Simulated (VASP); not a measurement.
A run of VASP 6.6.1:

File POSCAR:

```
KF
1.0
   -0.0391876091      2.9354014298      2.9354014298
    2.9354014298     -0.0391876091      2.9354014298
    2.8962138207      2.8962138207      0.0000000000
K F
1 1
Direct
   -0.0029754569     -0.0029754569      0.0029754569
    0.2529754569      0.2529754569      0.2470245431
```

Contents of INCAR.step1:

```
  PREC = Accurate
  ENCUT = 520
  EDIFF = 1E-5
  ISMEAR = 0
  SIGMA = 0.01
  LREAL = False
  LASPH = True
  NELM = 100
  ALGO = Normal
  ISIF = 2
  LWAVE = True
  GGA = PE
  NBANDS = 15
```

File INCAR.step2:

```
  PREC = Accurate
  ENCUT = 520
  EDIFF = 1E-7
  ISMEAR = 0
  SIGMA = 0.01
  LREAL = False
  LASPH = True
  NELM = 100
  ALGO = Normal
  ISIF = 2
  LWAVE = False
  LCHARG = True
  GGA = PE
  LHFCALC = True
  HFSCREEN = 0.2079
  PRECFOCK = Normal
  LELF = True
  LVHAR = True
  ISTART = 1
  NBANDS = 15
```

KPOINTS

```
Automatic mesh
0
Gamma
  6 6 6
```

Potentials or basis: VASP PAW PBE potentials, release 64 (K_sv, F).

Run with:

```console
$ cat potpaw_PBE.64/K_sv/POTCAR potpaw_PBE.64/F/POTCAR > POTCAR
$ cp INCAR.step1 INCAR
$ mpirun -np 1 vasp_std > vasp.out
$ cp INCAR.step2 INCAR
$ mpirun -np 1 vasp_std > vasp.out
```

Hardware: 1 thread of Intel(R) Xeon(R) 6975P-C (Granite Rapids), on a shared host.

Estimate the wall time of this run.

It took 53 min on 1 thread of Intel(R) Xeon(R) 6975P-C (Granite Rapids), with other jobs on the host, peak memory 0.32 GiB. Counts: k points 46.
